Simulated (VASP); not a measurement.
A run of VASP 6.6.1:

The input INCAR:

```
SYSTEM = Si
PREC = Accurate
ENCUT = 520
EDIFF = 1E-6
ISMEAR = 0
SIGMA = 0.03
LREAL = .False.
LASPH = .True.
NELM = 80
ALGO = Normal
ISIF = 2
LWAVE = .False.
LCHARG = .False.
LDIPOL = .True.
IDIPOL = 3
DIPOL = 0.5 0.5 0.500
GGA = PE
IBRION = 2
NSW = 80
EDIFFG = -0.015
```

The input KPOINTS:

```
regular mesh
0
Gamma
  10 10 1
  0 0 0
```

POSCAR

```
Si
1.0
    3.7643519900      0.0000000000      0.0000000000
   -1.8821760000      3.2600244500      0.0000000000
    0.0000000000      0.0000000000     23.7820325400
Si
8
Direct
    0.0000000000      0.0000000000      0.7056601500
    0.3333333300      0.6666666700      0.6867383000
    0.0000000000      0.0000000000      0.5748606600
    0.3333333300      0.6666666700      0.5559388200
    0.0000000000      0.0000000000      0.4440611800
    0.3333333300      0.6666666700      0.4251393400
    0.0000000000      0.0000000000      0.3132617000
    0.3333333300      0.6666666700      0.2943398500
```

Potentials or basis: VASP PAW PBE potentials, release 64 (Si).

Command:

```sh
$ cat potpaw_PBE.64/Si/POTCAR > POTCAR
$ mpirun -np 1 vasp_std > vasp.out
```

Hardware: 1 thread of AMD EPYC 9R45 96-Core Processor (Zen 5), with other jobs on the host.

Problem. Estimate the wall time of this run.

Solution. Wall time 14 min on 1 thread of AMD EPYC 9R45 96-Core Processor (Zen 5) (shared host), peak memory 0.36 GiB. Counts: scf iterations 223, k points 14, ion steps 23.
